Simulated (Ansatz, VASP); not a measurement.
## Two plane-wave programs on ZnSe3

The input INCAR:

```
PREC = Accurate
ENCUT = 500
EDIFF = 1E-6
ISMEAR = 0
SIGMA = 0.1
LREAL = False
LASPH = True
NELM = 120
ALGO = Normal
ISIF = 2
LWAVE = False
LCHARG = False
GGA = PE
NBANDS = 40
GGA_COMPAT = False
```

File KPOINTS:

```
regular mesh
0
Gamma
  3 3 4
```

File POSCAR:

```
ZnSe3
1.0
    6.2336664500      0.0000000000      0.0000000000
   -3.1168332300      5.3985135000      0.0000000000
    0.0000000000      0.0000000000      6.0101209100
Zn Se
2 6
Direct
    0.3333333300      0.6666666700      0.7500000000
    0.6666666700      0.3333333300      0.2500000000
    0.8652034000      0.7304067900      0.2500000000
    0.2695932100      0.1347966000      0.2500000000
    0.8652034000      0.1347966000      0.2500000000
    0.1347966000      0.2695932100      0.7500000000
    0.7304067900      0.8652034000      0.7500000000
    0.1347966000      0.8652034000      0.7500000000
```

Input for Ansatz:

```yaml
crystal:
  lattice:
    - [6.23366645, 0.0, 0.0]
    - [-3.11683323, 5.3985135, 0.0]
    - [0.0, 0.0, 6.01012091]
  atoms:
    - { symbol: Zn, position: [0.33333333, 0.66666667, 0.75] }
    - { symbol: Zn, position: [0.66666667, 0.33333333, 0.25] }
    - { symbol: Se, position: [0.8652034, 0.73040679, 0.25] }
    - { symbol: Se, position: [0.26959321, 0.1347966, 0.25] }
    - { symbol: Se, position: [0.8652034, 0.1347966, 0.25] }
    - { symbol: Se, position: [0.1347966, 0.26959321, 0.75] }
    - { symbol: Se, position: [0.73040679, 0.8652034, 0.75] }
    - { symbol: Se, position: [0.1347966, 0.8652034, 0.75] }
basis:
  ecutwfc: 420
kpoints:
  mp_grid: { grid: [3, 3, 4] }
hamiltonian:
  xc: pbe
scf:
  occupations: { method: gaussian, width: 0.1 }
  lower_state_search: "off"
output:
  forces: true
  stress: true
  eigenvalues: true
```

Alike in both runs: task single point; functional PBE; k mesh 3 × 3 × 4; occupations gaussian, width 0.1 eV; no spin polarisation.

|  | VASP | Ansatz |
| --- | --- | --- |
| version | VASP 6.6.1 | Ansatz 0.2.0 |
| potentials or method | VASP PAW PBE potentials, release 64 (Zn, Se), cutoff 500 eV | scalar-relativistic, plane waves, PAW |
| valence electrons in the cell | 60 | 120 |

VASP gave:

| Quantity | Value |
| --- | --- |
| gap on the k mesh at the Fermi level (eV) | none |
| pressure (GPa) | 17.5 |
| traceless stress, the component that is largest in VASP (GPa) | -14.06 |
| rms of the force components (eV/Å) | 0.311 |

Problem. Estimate Ansatz's values.

Solution. gap on the k mesh at the Fermi level (eV): none; pressure (GPa): 17.2; traceless stress, the component that is largest in VASP (GPa): -13.84; rms of the force components (eV/Å): 0.282.

Atom by atom the forces differ by 0.029 eV/Å (rms over components). A gap of «none» marks a metal or a gap that the smearing closes. The functional is the same, so the differences come from potentials, cutoffs and numerics. VASP's potentials hold 60 valence electrons a cell and Ansatz's 120, so a difference there can come from the potentials and not from the codes.

The k mesh is coarse, so the values compare programs but aren't converged.
